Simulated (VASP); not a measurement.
# Sr (Im-3m) in VASP: further runs

Sr is run at these levels: RPBE; tasks: single point.

Everything below comes from runs of VASP 6.6.1. Logs are shortened: lines on timing, memory, paths and dates and some standing lists are left out, and cuts for length are marked.

### Step 1. The cell of the first run

The structure is cubic, space group Im-3m (No. 229). The conventional cell has a = 4.671 Å, b = 4.671 Å, c = 4.671 Å, α = 90.00°, β = 90.00°, γ = 90.00°. Sr (site symmetry m-3m) has 14 Sr at 4.05 to 4.67 Å within 5.3 Å.

### Step 2. Single point, RPBE (volume scaled by 0.88)

INCAR

```
  PREC = Accurate
  ENCUT = 520
  EDIFF = 1E-6
  ISMEAR = -1
  SIGMA = 0.1
  LREAL = False
  LASPH = True
  NELM = 60
  ALGO = Normal
  ISIF = 2
  LWAVE = False
  LCHARG = True
  GGA = RP
  LELF = True
  LVHAR = True
  NBANDS = 11
```

KPOINTS

```
Automatic mesh
0
Gamma
  10 10 10
```

POSCAR

```
Sr
1.0
   -2.3357110377      2.3357110377      2.3357110377
    2.3357110377     -2.3357110377      2.3357110377
    2.3357110377      2.3357110377     -2.3357110377
Sr
1
Direct
    0.0000000000      0.0000000000      0.0000000000
```

Potentials or basis: VASP PAW PBE potentials, release 64 (Sr_sv).

On the command line:

```sh
$ cat potpaw_PBE.64/Sr_sv/POTCAR > POTCAR
$ mpirun -np 1 vasp_std > vasp.out
```

OUTCAR:

```text
PREC = Accurate
   ENCUT = 520
   EDIFF = 1E-6
   ISMEAR = -1
   LREAL = False
   LASPH = True
   NELM = 60
   ISIF = 2
   GGA = RP

 ion  position               nearest neighbor table
   1  0.000  0.000  0.000-

  LATTYP: Found a body centered cubic cell.
 ALAT       =     4.6714220754

  Lattice vectors:

 A1 = (  -2.3357110377,   2.3357110377,   2.3357110377)
 A2 = (   2.3357110377,  -2.3357110377,   2.3357110377)
 A3 = (   2.3357110377,   2.3357110377,  -2.3357110377)

Analysis of symmetry for initial positions (statically):
=====================================================================
 Subroutine PRICEL returns:
 Original cell was already a primitive cell.

 Routine SETGRP: Setting up the symmetry group for a
 body centered cubic supercell.

 Subroutine GETGRP returns: Found 48 space group operations
 (whereof 48 operations were pure point group operations)
 out of a pool of 48 trial point group operations.

The static configuration has the point symmetry O_h .

Analysis of symmetry for dynamics (positions and initial velocities):
=====================================================================
 Subroutine PRICEL returns:
 Original cell was already a primitive cell.

 Routine SETGRP: Setting up the symmetry group for a
 body centered cubic supercell.

 Subroutine GETGRP returns: Found 48 space group operations
 (whereof 48 operations were pure point group operations)
 out of a pool of 48 trial point group operations.

The dynamic configuration has the point symmetry O_h .

 Subroutine INISYM returns: Found 48 space group operations
 (whereof 48 operations are pure point group operations),
 and found     1 'primitive' translations

----------------------------------------------------------------------------------------

                                     Primitive cell

  volume of cell :      50.9703

  direct lattice vectors                    reciprocal lattice vectors
    -2.335711038  2.335711038  2.335711038     0.000000000  0.214067576  0.214067576
     2.335711038 -2.335711038  2.335711038     0.214067576  0.000000000  0.214067576
     2.335711038  2.335711038 -2.335711038     0.214067576  0.214067576  0.000000000

  length of vectors
[... 81 lines left out ...]
   LREAL  =      F    real-space projection
   EDIFFG = 0.1E-04   stopping-criterion for IOM
   NSW    =      0    number of steps for IOM
   IBRION =     -1    ionic relax: 0-MD 1-quasi-New 2-CG
   NFREE  =      0    steps in history (QN), initial steepest desc. (CG)
   ISIF   =      2    stress and relaxation
   ISYM   =      2    0-nonsym 1-usesym 2-fastsym
   POTIM  = 0.5000    time-step for ionic-motion
   TEBEG  =    0.0;   TEEND  =   0.0 temperature during run
   PSTRESS=    0.0 pullay stress
   NELECT =      10.0000    total number of electrons
   NUPDOWN=      -1.0000    fix difference up-down
   EMIN   =  10.00;   EMAX   =-10.00  energy-range for DOS
   EFERMI =   0.00;   METHOD = LEGACY
   ISMEAR =    -1;   SIGMA  =   0.10  broadening in eV -4-tet -1-fermi 0-gaus
   EFERMI_NEDOS =   21; number of points for ismear=-14 and -15
   IALGO  =     38    algorithm
   IMIX   =      4    mixing-type and parameters
     AMIX     =   0.40;   BMIX     =  1.00
     AMIX_MAG =   1.60;   BMIX_MAG =  1.00
  volume/ion in A,a.u.               =      50.97       343.96
  Fermi-wavevector in a.u.,A,eV,Ry     =   0.951267  1.797634 12.312031  0.904909
  Thomas-Fermi vector in A             =   2.079721
   LORBIT       =      0    0 simple, 1 ext, 2 COOP (PROOUT), +10 PAW based schemes
   GGA     = RP    functional components
   LHFCALC =     F    Hartree Fock is set to
   AEXX    =    0.0000 exact exchange contribution
   IVDW    =     0    specifies the selected vdW correction
   LEPSILON=     F    determine dielectric tensor
   LRPA    =     F    only Hartree local field effects (RPA)
 non-spin polarized calculation
  energy-cutoff  :      520.00
  volume of cell :       50.97
 maximum number of plane-waves:      1409
   NGX = 15   NGY = 15   NGZ = 15

 number of electron      10.0000000 magnetization

 Free energy of the ion-electron system (eV)
  ---------------------------------------------------
  ext. energy  EPLUGINS =         0.00000000
  ---------------------------------------------------
  free energy    TOTEN  =        -1.44409270 eV

  energy without entropy =       -1.40391763  energy(sigma->0) =       -1.42400517

 E-fermi :   1.9282     XC(G=0):  -7.4672

 val. band max:        1.8883700112   @ k =  -0.4000  -0.4000   0.1000
 cond. band min:       1.9609736911   @ k =  -0.4000   0.4000   0.4000
 fundamental gap:      0.0726036798
 Fermi energy:         1.9282478677

 k-point     1 :       0.0000    0.0000    0.0000
  band No.  band energies     occupation
      1     -34.5533      2.00000
      2     -16.4286      2.00000
      3     -16.4286      2.00000
      4     -16.4286      2.00000
      5      -1.7750      2.00000
      6       4.4793      0.00000
      7       4.4793      0.00000
      8       4.4793      0.00000
      9       5.8664      0.00000
     10       5.8664      0.00000
     11      10.2893      0.00000
[... 309 lines left out ...]
 k-point    24 :      -0.3000    0.3000    0.1000
  band No.  band energies     occupation
      1     -34.5375      2.00000
      2     -16.5934      2.00000
      3     -16.4922      2.00000
      4     -16.4480      2.00000
      5      -0.1598      2.00000
      6       3.1246      0.00001
      7       3.7068      0.00000
      8       5.0279      0.00000
      9       5.9575      0.00000
     10       6.3492      0.00000
     11       9.2545      0.00000

 [... further k-points ...]

------------------------ aborting loop because EDIFF is reached ----------------------------------------

  FORCE on cell =-STRESS in cart. coord.  units (eV):
  Direction    XX          YY          ZZ          XY          YZ          ZX
  --------------------------------------------------------------------------------------
  -------------------------------------------------------------------------------------
  Total        0.5261392      0.5261392      0.5261392      0.0000000      0.0000000     -0.0000000
  in kB       16.5384171     16.5384171     16.5384171      0.0000000      0.0000000     -0.0000000
  external PRESSURE =      16.5384171 kB  Pullay stress =       0.0000000 kB

 VOLUME and BASIS-vectors are now :
 -----------------------------------------------------------------------------
  energy-cutoff  :      520.00
  volume of cell :       50.97
      direct lattice vectors                 reciprocal lattice vectors
    -2.335711038  2.335711038  2.335711038     0.000000000  0.214067576  0.214067576
     2.335711038 -2.335711038  2.335711038     0.214067576  0.000000000  0.214067576
     2.335711038  2.335711038 -2.335711038     0.214067576  0.214067576  0.000000000

 POSITION                                       TOTAL-FORCE (eV/Angst)
 -----------------------------------------------------------------------------------
      0.00000      0.00000      0.00000        -0.000000      0.000000      0.000000
 -----------------------------------------------------------------------------------
    total drift:                               -0.000000     -0.000000      0.000000

  FREE ENERGIE OF THE ION-ELECTRON SYSTEM (eV)
  ---------------------------------------------------
  free  energy   TOTEN  =        -1.4440927014 eV

  energy  without entropy=       -1.4039176309  energy(sigma->0) =       -1.42400517
```

OSZICAR:

```text
N       E                     dE             d eps       ncg     rms          rms(c)
DAV:   1     0.359632540637E+02    0.35963E+02   -0.49062E+03  1034   0.800E+02
DAV:   2     0.237067552457E+00   -0.35726E+02   -0.35101E+02  1228   0.153E+02
DAV:   3    -0.138613291858E+01   -0.16232E+01   -0.16059E+01  1564   0.240E+01
DAV:   4    -0.143240516314E+01   -0.46272E-01   -0.46234E-01  1306   0.404E+00
DAV:   5    -0.143387801401E+01   -0.14729E-02   -0.14728E-02  1526   0.475E-01    0.113E+01
DAV:   6    -0.143884527609E+01   -0.49673E-02   -0.97486E-03  1225   0.108E+00    0.639E+00
DAV:   7    -0.144377436365E+01   -0.49291E-02   -0.17360E-02  1127   0.145E+00    0.367E-01
DAV:   8    -0.144403887960E+01   -0.26452E-03   -0.16010E-03  1422   0.270E-01    0.128E-01
DAV:   9    -0.144407182762E+01   -0.32948E-04   -0.67344E-05  1247   0.693E-02    0.387E-02
DAV:  10    -0.144409341162E+01   -0.21584E-04   -0.17439E-05  1223   0.301E-02    0.129E-02
DAV:  11    -0.144409270143E+01    0.71019E-06   -0.53689E-07  1080   0.543E-03
   1 F= -.14440927E+01 E0= -.14240052E+01  d E =-.401751E-01
```

Run time: 17 s. Hardware: 1 thread of Intel Xeon Platinum 8488C (Sapphire Rapids), shared host; peak memory 0.18 GiB.

What came out:

| Quantity | Value |
| --- | --- |
| Free energy | -1.4441 eV |
| Pressure | 1.7 GPa |
| Band gap on the k mesh | zero (band 5 reaches 2.23 eV, above the bottom of band 6 at 1.72 eV) |

Caveat: the cell differs from its parent crystal (volume scaled by 0.88); the PAW data sets were made with another functional, which shifts forces and pressure a little.

### Step 3. Single point, RPBE (volume scaled by 0.92)

INCAR

```
SYSTEM = Sr
PREC = Accurate
ENCUT = 520
EDIFF = 1E-6
ISMEAR = -1
SIGMA = 0.1
LREAL = .False.
LASPH = .True.
NELM = 80
ALGO = Normal
ISIF = 2
LWAVE = .False.
LCHARG = .True.
GGA = RP
LELF = .True.
LVHAR = .True.
NBANDS = 11
```

KPOINTS

```
Automatic mesh
0
Gamma
  10 10 10
  0 0 0
```

POSCAR

```
Sr
1.0
   -2.3705775369      2.3705775369      2.3705775369
    2.3705775369     -2.3705775369      2.3705775369
    2.3705775369      2.3705775369     -2.3705775369
Sr
1
Direct
    0.0000000000      0.0000000000      0.0000000000
```

Potentials or basis: VASP PAW PBE potentials, release 64 (Sr_sv).

On the command line:

```sh
$ cat potpaw_PBE.64/Sr_sv/POTCAR > POTCAR
$ mpirun -np 1 vasp_std > vasp.out
```

OUTCAR:

```text
SYSTEM = Sr
   PREC = Accurate
   ENCUT = 520
   EDIFF = 1E-6
   ISMEAR = -1
   LREAL = .False.
   LASPH = .True.
   NELM = 80
   ISIF = 2
   GGA = RP

 ion  position               nearest neighbor table
   1  0.000  0.000  0.000-

  LATTYP: Found a body centered cubic cell.
 ALAT       =     4.7411550738

  Lattice vectors:

 A1 = (  -2.3705775369,   2.3705775369,   2.3705775369)
 A2 = (   2.3705775369,  -2.3705775369,   2.3705775369)
 A3 = (   2.3705775369,   2.3705775369,  -2.3705775369)

Analysis of symmetry for initial positions (statically):
=====================================================================
 Subroutine PRICEL returns:
 Original cell was already a primitive cell.

 Routine SETGRP: Setting up the symmetry group for a
 body centered cubic supercell.

 Subroutine GETGRP returns: Found 48 space group operations
 (whereof 48 operations were pure point group operations)
 out of a pool of 48 trial point group operations.

The static configuration has the point symmetry O_h .

[... 163 lines left out ...]

 k-point     1 :       0.0000    0.0000    0.0000
  band No.  band energies     occupation
      1     -34.8004      2.00000
      2     -16.6857      2.00000
      3     -16.6857      2.00000
      4     -16.6857      2.00000
      5      -1.8679      2.00000
      6       4.2662      0.00000
      7       4.2662      0.00000
      8       4.2662      0.00000
      9       5.6018      0.00000
     10       5.6018      0.00000
     11       9.9589      0.00000
[... 309 lines left out ...]
 k-point    24 :      -0.3000    0.3000    0.1000
  band No.  band energies     occupation
      1     -34.7876      2.00000
      2     -16.8264      2.00000
      3     -16.7406      2.00000
      4     -16.7022      2.00000
      5      -0.3081      2.00000
      6       2.9534      0.00002
      7       3.5251      0.00000
      8       4.7941      0.00000
      9       5.6724      0.00000
     10       6.0502      0.00000
     11       8.8322      0.00000

 [... further k-points ...]

------------------------ aborting loop because EDIFF is reached ----------------------------------------

  FORCE on cell =-STRESS in cart. coord.  units (eV):
  Direction    XX          YY          ZZ          XY          YZ          ZX
  --------------------------------------------------------------------------------------
  -------------------------------------------------------------------------------------
  Total        0.3359791      0.3359791      0.3359791     -0.0000000      0.0000000     -0.0000000
  in kB       10.1018376     10.1018376     10.1018376     -0.0000000      0.0000000     -0.0000000
  external PRESSURE =      10.1018376 kB  Pullay stress =       0.0000000 kB

 VOLUME and BASIS-vectors are now :
 -----------------------------------------------------------------------------
  energy-cutoff  :      520.00
  volume of cell :       53.29
      direct lattice vectors                 reciprocal lattice vectors
    -2.370577537  2.370577537  2.370577537     0.000000000  0.210919066  0.210919066
     2.370577537 -2.370577537  2.370577537     0.210919066  0.000000000  0.210919066
     2.370577537  2.370577537 -2.370577537     0.210919066  0.210919066  0.000000000

 POSITION                                       TOTAL-FORCE (eV/Angst)
 -----------------------------------------------------------------------------------
      0.00000      0.00000      0.00000        -0.000000     -0.000000     -0.000000
 -----------------------------------------------------------------------------------
    total drift:                               -0.000000      0.000000      0.000000

  FREE ENERGIE OF THE ION-ELECTRON SYSTEM (eV)
  ---------------------------------------------------
  free  energy   TOTEN  =        -1.4633053636 eV

  energy  without entropy=       -1.4203004756  energy(sigma->0) =       -1.44180292
```

OSZICAR:

```text
N       E                     dE             d eps       ncg     rms          rms(c)
DAV:   1     0.356966781603E+02    0.35697E+02   -0.47798E+03  1034   0.788E+02
DAV:   2     0.121916125090E+00   -0.35575E+02   -0.34956E+02  1210   0.151E+02
DAV:   3    -0.137418175138E+01   -0.14961E+01   -0.14744E+01  1549   0.232E+01
DAV:   4    -0.145005293277E+01   -0.75871E-01   -0.75586E-01  1362   0.466E+00
DAV:   5    -0.145099595549E+01   -0.94302E-03   -0.94297E-03  1460   0.485E-01    0.110E+01
DAV:   6    -0.145722061391E+01   -0.62247E-02   -0.10261E-02  1245   0.111E+00    0.620E+00
DAV:   7    -0.146296811670E+01   -0.57475E-02   -0.17995E-02  1106   0.148E+00    0.376E-01
DAV:   8    -0.146324775524E+01   -0.27964E-03   -0.16691E-03  1377   0.286E-01    0.134E-01
DAV:   9    -0.146328452462E+01   -0.36769E-04   -0.95150E-05  1262   0.784E-02    0.397E-02
DAV:  10    -0.146330699226E+01   -0.22468E-04   -0.22142E-05  1250   0.337E-02    0.194E-02
DAV:  11    -0.146330592852E+01    0.10637E-05   -0.10462E-06  1187   0.738E-03    0.228E-03
DAV:  12    -0.146330536362E+01    0.56490E-06   -0.20087E-07   715   0.298E-03
   1 F= -.14633054E+01 E0= -.14418029E+01  d E =-.430049E-01
```

stdout:

```text
POSCAR found type information on POSCAR Sr
 POSCAR found :  1 types and       1 ions
 scaLAPACK will be used
 -----------------------------------------------------------------------------
|                                                                             |
|                                                                             |
|     You enforced a specific xc type in the INCAR file but a different       |
|     I HOPE YOU KNOW WHAT YOU ARE DOING!                                     |
|                                                                             |
 -----------------------------------------------------------------------------

 LDA part: xc-table for (Slater+PW92), standard interpolation
 POSCAR, INCAR and KPOINTS ok, starting setup
 FFT: planning ... GRIDC
 FFT: planning ... GRID_SOFT
 FFT: planning ... GRID
 WAVECAR not read
 entering main loop
```

It took 17 s on 1 thread of Intel Xeon Platinum 8488C (Sapphire Rapids), shared host; peak memory 0.18 GiB.

What came out:

| Item | Value |
| --- | --- |
| Free energy | -1.4633 eV |
| Pressure | 1.0 GPa |
| Band gap on the k mesh | zero (band 5 reaches 2.07 eV, above the bottom of band 6 at 1.62 eV) |

Caveat: the cell differs from its parent crystal (volume scaled by 0.92); the PAW data sets were made with another functional, which shifts forces and pressure a little.

### Step 4. Single point, RPBE (volume scaled by 0.96)

INCAR

```
SYSTEM = Sr
PREC     = Accurate       ! precision mode
ENCUT    = 520            ! plane-wave cutoff, eV
EDIFF    = 1E-7           ! SCF threshold, eV
ISMEAR   = -1             ! smearing method
SIGMA    = 0.1            ! smearing width, eV
LREAL    = .FALSE.        ! projectors in reciprocal space
LASPH    = .TRUE.         ! aspherical terms in the spheres
NELM     = 100            ! most SCF steps
ALGO     = Normal         ! electronic algorithm
ISIF     = 2              ! what is computed and relaxed
LWAVE    = .FALSE.        ! write WAVECAR
LCHARG   = .FALSE.        ! write CHGCAR
GGA      = RP             ! functional
NBANDS   = 11             ! bands
```

KPOINTS

```
regular mesh
0
G
  10 10 10
  0 0 0
```

POSCAR

```
Sr
1.0
   -2.4044475063      2.4044475063      2.4044475063
    2.4044475063     -2.4044475063      2.4044475063
    2.4044475063      2.4044475063     -2.4044475063
Sr
1
Direct
    0.0000000000      0.0000000000      0.0000000000
```

On the command line:

```sh
$ cat potpaw_PBE.64/Sr_sv/POTCAR > POTCAR
$ mpirun -np 1 vasp_std > vasp.out
```

It took 16 s on 1 thread of Intel Xeon Platinum 8488C (Sapphire Rapids), shared host; peak memory 0.18 GiB.

It converged, with:

```yaml
Free_energy: -1.4740 eV
Pressure: 0.5 GPa
Band_gap_on_the_k_mesh: zero (band 5 reaches 1.90 eV, above the bottom of band 6 at 1.54 eV)
```

Levels at points of the mesh, in eV from the Fermi level:
| k point | band 1 | band 2 | band 3 | band 4 | band 5 | band 6 | band 7 | band 8 | band 9 | band 10 |
| --- | --- | --- | --- | --- | --- | --- | --- | --- | --- | --- |
| (0.00, 0.00, 0.00) | -36.67 | -18.56 | -18.56 | -18.56 | -3.59 | 2.43 | 2.43 | 2.43 | 3.72 | 3.72 |
| (0.50, 0.00, 0.00) | -36.65 | -18.75 | -18.62 | -18.56 | -0.95 | 0.20 | 1.27 | 3.55 | 4.21 | 5.40 |
| (0.50, 0.50, 0.50) | -36.64 | -18.70 | -18.70 | -18.70 | -0.10 | -0.10 | 3.60 | 3.60 | 3.60 | 5.01 |

Caveat: the cell differs from its parent crystal (volume scaled by 0.96); the PAW data sets were made with another functional, which shifts forces and pressure a little.

### Step 5. Single point, RPBE

This run uses another cell than the first one, of 57.92 Å³/atom, 1.136 times its volume.

INCAR

```
PREC = Accurate ; ENCUT = 520
EDIFF = 1E-6 ; ISMEAR = -1
SIGMA = 0.1 ; LREAL = F
LASPH = T ; NELM = 60
ALGO = Normal ; ISIF = 2
LWAVE = F ; LCHARG = F
GGA = RP ; NBANDS = 11
```

KPOINTS

```
Automatic mesh
0
Gamma
  10 10 10
```

POSCAR

```
Sr
1.0
   -2.4373892368      2.4373892368      2.4373892368
    2.4373892368     -2.4373892368      2.4373892368
    2.4373892368      2.4373892368     -2.4373892368
Sr
1
Direct
    0.0000000000      0.0000000000      0.0000000000
```

On the command line:

```sh
$ cat potpaw_PBE.64/Sr_sv/POTCAR > POTCAR
$ mpirun -np 1 vasp_std > vasp.out
```

Wall time 14 s (1 thread of Intel Xeon Platinum 8488C (Sapphire Rapids), shared host); peak memory 0.18 GiB.

Results (log left out):

```
Free energy            : -1.4776 eV
Pressure               : 0.0 GPa
Band gap on the k mesh : zero (band 5 reaches 1.75 eV, above the bottom of band 6 at 1.45 eV)
```

Levels at points of the mesh, in eV from the Fermi level:
```csv
k point,band 1,band 2,band 3,band 4,band 5,band 6,band 7,band 8,band 9,band 10
"(0.00, 0.00, 0.00)",-36.76,-18.66,-18.66,-18.66,-3.53,2.38,2.38,2.38,3.62,3.62
"(0.50, 0.00, 0.00)",-36.75,-18.82,-18.71,-18.66,-0.92,0.14,1.27,3.44,4.09,5.21
"(0.50, 0.50, 0.50)",-36.74,-18.77,-18.77,-18.77,-0.05,-0.05,3.44,3.44,3.44,4.85
```

Caveat: the PAW data sets were made with another functional, which shifts forces and pressure a little.

### Step 6. Summary

| cell | gap on the mesh (eV) | pressure (GPa) |
| --- | --- | --- |
| a = 4.046 Å, angles 109.5°, 1 atom | none | 1.7 |
| a = 4.106 Å, angles 109.5°, 1 atom | none | 1.0 |
| a = 4.165 Å, angles 109.5°, 1 atom | none | 0.5 |
| a = 4.222 Å, angles 109.5°, 1 atom | none | 0.0 |

Alike in all rows: task single point; level RPBE; potentials or basis VASP PAW PBE potentials, release 64 (Sr_sv); no spin polarisation; k mesh 10 × 10 × 10; cutoff (eV) 520; smearing fermi-dirac 0.1 eV.

Caveats: the PAW data sets were made with another functional, which shifts forces and pressure a little.

Absolute energies hang on the potentials; compare differences alone.
